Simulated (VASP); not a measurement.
Runs of VASP 6.6.1 on Si. The structure is that of space group Fm-3m (No. 225), or close to it. The cells are those of the table. 

```tsv
task	level	spin	cell	k mesh	cutoff (eV)	grid for exact exchange (PRECFOCK)	gap on the mesh (eV)	pressure (GPa)
single point	r2SCAN0	off	a = 2.688 Å, angles 60.0°, 1 atom	7 × 7 × 7	520	Normal	none	(a)
relaxation of cell and atoms	r2SCAN	off	relaxed from a = 2.769 Å, angles 60.0°, 1 atom	14 × 14 × 14	600	-	none	0.0
single point	r2SCAN	off	a = 2.651 Å, angles 60.0°, 1 atom	16 × 16 × 16	520	-	none	4.5
single point	r2SCAN	off	a = 2.688 Å, angles 60.0°, 1 atom	23 × 23 × 23	520	-	none	0.5
single point	r2SCAN	off	a = 2.688 Å, angles 60.0°, 1 atom	16 × 16 × 16	520	-	none	0.7
single point	r2SCAN	off	a = 2.791 Å, angles 60.0°, 1 atom	16 × 16 × 16	520	-	none	(b)
single point	r2SCAN	off	a = 2.688 Å, angles 60.0°, 1 atom	14 × 14 × 14	520	-	none	0.1
single point	r2SCAN	non-collinear, zero start, SOC	a = 2.688 Å, angles 60.0°, 1 atom	14 × 14 × 14	520	-	-	0.1
```

Alike in all rows: potentials or basis VASP PAW PBE potentials, release 64 (Si); smearing fermi-dirac 0.1 eV.

Estimate the missing entries.

(a) -0.8; (b) -7.2.

Caveats: some runs use coarse meshes; the PAW data sets were made with another functional, which shifts forces and pressure a little.

A gap of «none» marks levels without a gap at the run's occupations.
